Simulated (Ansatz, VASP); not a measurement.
## One calculation of LuGe3O, two programs

INCAR

```
PREC = Accurate ; ENCUT = 600
EDIFF = 1E-7 ; ISMEAR = 0
SIGMA = 0.1 ; LREAL = F
LASPH = T ; NELM = 60
ALGO = Normal ; ISIF = 3
LWAVE = F ; LCHARG = F
GGA = PE ; IBRION = 2
NSW = 90 ; EDIFFG = -0.04
```

KPOINTS

```
Automatic mesh
0
Gamma
  6 6 2
```

Contents of POSCAR:

```
LuGe3O
1.0
    3.1890626350      0.0000000000      0.0000000000
    0.0000000000      3.1890626350      0.0000000000
    0.0000000000      0.0000000000      9.0688874591
Lu Ge O
1 3 1
Direct
    0.0000000000      0.0000000000      0.0000000000
    0.5000000000      0.5000000000      0.3039415116
    0.5000000000      0.5000000000      0.6960584884
    0.0000000000      0.0000000000      0.5000000000
    0.5000000000      0.5000000000      0.0000000000
```

Input for Ansatz:

```yaml
crystal:
  lattice:
    - [3.189062635, 0.0, 0.0]
    - [0.0, 3.189062635, 0.0]
    - [0.0, 0.0, 9.0688874591]
  atoms:
    - { symbol: Lu, position: [0.0, 0.0, 0.0] }
    - { symbol: Ge, position: [0.5, 0.5, 0.3039415116] }
    - { symbol: Ge, position: [0.5, 0.5, 0.6960584884] }
    - { symbol: Ge, position: [0.0, 0.0, 0.5] }
    - { symbol: O, position: [0.5, 0.5, 0.0] }
basis:
  ecutwfc: 420
kpoints:
  mp_grid: { grid: [6, 6, 2] }
hamiltonian:
  xc: pbe
scf:
  occupations: { method: gaussian, width: 0.1 }
  lower_state_search: "off"
output:
  forces: true
  stress: true
  eigenvalues: true
relax:
  adjacent_minimum: "off"
  f_tol: 0.04
  max_steps: 70
  cell: { stress_tol: 0.4 }
```

Alike in both runs: task relaxation of cell and atoms; functional PBE; k mesh 6 × 6 × 2; occupations gaussian, width 0.1 eV; no spin polarisation.

|  | VASP | Ansatz |
| --- | --- | --- |
| version | VASP 6.6.1 | Ansatz 0.2.0 |
| potentials or method | VASP PAW PBE potentials, release 64 (Lu, Ge_d, O), cutoff 600 eV | scalar-relativistic, plane waves, PAW |
| valence electrons in the cell | 73 | 73 |

|  | VASP | Ansatz | Ansatz less VASP |
| --- | --- | --- | --- |
| gap on the k mesh at the Fermi level, each at its own relaxed structure (eV) | none | none | - |
| relaxed volume (Å³/atom) | 19.05 | 18.98 | -0.068 |
| relaxed cell length with the largest relative difference (Å) | 3.197 | 3.191 | -0.0052 |

A gap of «none» marks a metal or a gap that the smearing closes.

Spin-orbit coupling is off throughout.
